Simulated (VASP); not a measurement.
A run of VASP 6.6.1 is set up as follows.

The input INCAR:

```
SYSTEM = ZnPtC6N6
PREC = Accurate ; ENCUT = 520
EDIFF = 1E-8 ; ISMEAR = -1
SIGMA = 0.05 ; LREAL = .False.
LASPH = .True. ; NELM = 120
ALGO = Normal ; ISIF = 2
LWAVE = .False. ; LCHARG = .False.
GGA = PE ; LEFG = .True.
NBANDS = 55 ; GGA_COMPAT = .False.
```

File KPOINTS:

```
regular mesh
0
Gamma
  6 6 6
  0 0 0
```

Contents of POSCAR:

```
ZnPtC6N6
1.0
    0.0000000000      5.2552000000      5.2552000000
    5.2552000000      0.0000000000      5.2552000000
    5.2552000000      5.2552000000      0.0000000000
Zn Pt C N
1 1 6 6
Direct
    0.5000000000      0.5000000000      0.5000000000
    0.0000000000      0.0000000000      0.0000000000
    0.1930000000      0.1930000000      0.8070000000
    0.8070000000      0.8070000000      0.1930000000
    0.8070000000      0.1930000000      0.1930000000
    0.1930000000      0.8070000000      0.8070000000
    0.1930000000      0.8070000000      0.1930000000
    0.8070000000      0.1930000000      0.8070000000
    0.2969000000      0.2969000000      0.7031000000
    0.7031000000      0.7031000000      0.2969000000
    0.7031000000      0.2969000000      0.2969000000
    0.2969000000      0.7031000000      0.7031000000
    0.2969000000      0.7031000000      0.2969000000
    0.7031000000      0.2969000000      0.7031000000
```

Potentials or basis: VASP PAW PBE potentials, release 64 (Zn, Pt_sv_GW, C, N).

Run with:

```sh
$ cat potpaw_PBE.64/Zn/POTCAR potpaw_PBE.64/Pt_sv_GW/POTCAR potpaw_PBE.64/C/POTCAR potpaw_PBE.64/N/POTCAR > POTCAR
$ mpirun -np 1 vasp_std > vasp.out
```

Problem. What does it give for the band gap on the k mesh?

Solution. 5.09 eV (least direct gap 5.22 eV).

Problem. What does it give for the largest force?

Solution. 10.749 eV/Å.

Problem. Estimate the pressure.

Solution. 12.3 GPa.

Electric field gradients, principal values (V/Å²):
| atom | least | middle | greatest (by size) |
| --- | --- | --- | --- |
| 1 Zn | -0.004 | -0.004 | 0.009 |
| 2 Pt | 0.000 | 0.000 | 0.001 |
| 3 C | 26.699 | 26.700 | -53.399 |
| 4 C | 26.699 | 26.700 | -53.399 |
| 5 C | 26.699 | 26.700 | -53.399 |
| 6 C | 26.699 | 26.700 | -53.399 |
| 7 C | 26.699 | 26.700 | -53.399 |
| 8 C | 26.699 | 26.700 | -53.399 |
| 9 N | 43.462 | 43.462 | -86.924 |
| 10 N | 43.462 | 43.462 | -86.924 |
| 11 N | 43.462 | 43.462 | -86.924 |
| 12 N | 43.462 | 43.462 | -86.924 |
| 13 N | 43.462 | 43.462 | -86.924 |
| 14 N | 43.462 | 43.462 | -86.924 |

Caveat: the cell stands under pressure; without QUAD_EFG the Cq values of the log hold for a quadrupole moment of 1 mb, not for the nuclei; spin-orbit coupling is left out, which moves the levels of the heavy elements; forces of over 1 eV/Å act on the atoms, so gaps and moduli don't describe the material at rest. A hybrid or GW would open this gap; PBE tends to underestimate it.
